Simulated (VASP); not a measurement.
A run of VASP 6.6.1 is set up as follows.

File INCAR:

```
SYSTEM = Pd
PREC = Accurate ; ENCUT = 520
EDIFF = 1E-6 ; ISMEAR = -1
SIGMA = 0.05 ; LREAL = .False.
LASPH = .True. ; NELM = 100
ALGO = Normal ; ISIF = 2
LWAVE = .False. ; LCHARG = .False.
GGA = PE ; NBANDS = 11
```

Contents of KPOINTS:

```
regular mesh
0
Gamma
  12 12 12
  0 0 0
```

POSCAR

```
Pd
1.0
    0.0000000000      1.9710426567      1.9710426567
    1.9710426567      0.0000000000      1.9710426567
    1.9710426567      1.9710426567      0.0000000000
Pd
1
Direct
    0.0000000000      0.0000000000      0.0000000000
```

Potentials or basis: VASP PAW PBE potentials, release 64 (Pd).

The run is started by

```sh
$ cat potpaw_PBE.64/Pd/POTCAR > POTCAR
$ mpirun -np 1 vasp_std > vasp.out
```

Task: What does it give for the band gap on the k mesh?

Result: Zero (band 5 reaches 9.42 eV, above the bottom of band 6 at 7.94 eV).

Task: Predict the pressure.

Result: -0.3 GPa.
